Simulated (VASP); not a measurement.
A run of VASP 6.6.1 is set up as follows.

File INCAR:

```
SYSTEM = Cu
  PREC = Accurate
  ENCUT = 520
  EDIFF = 1E-7
  ISMEAR = -1
  SIGMA = 0.1
  LREAL = .False.
  LASPH = .True.
  NELM = 80
  ALGO = Normal
  ISIF = 2
  LWAVE = .False.
  LCHARG = .False.
  NBANDS = 18
```

Contents of KPOINTS:

```
Automatic mesh
0
Gamma
  16 16 9
  0 0 0
```

File POSCAR:

```
Cu
1.0
    2.5188189722      0.0000000000      0.0000000000
   -1.2594094861      2.1813612175      0.0000000000
    0.0000000000      0.0000000000      4.1266458547
Cu
2
Direct
    0.3333333333      0.6666666667      0.2500000000
    0.6666666667      0.3333333333      0.7500000000
```

Potentials or basis: VASP PAW LDA potentials, release 64 (Cu).

Command:

```bash
$ cat potpaw_LDA.64/Cu/POTCAR > POTCAR
$ mpirun -np 1 vasp_std > vasp.out
```

(1) What does it give for the pressure?

(2) Predict the band gap on the k mesh.

Results:

(1) -5.8 GPa.

(2) zero (band 11 reaches 11.30 eV, above the bottom of band 12 at 5.87 eV).
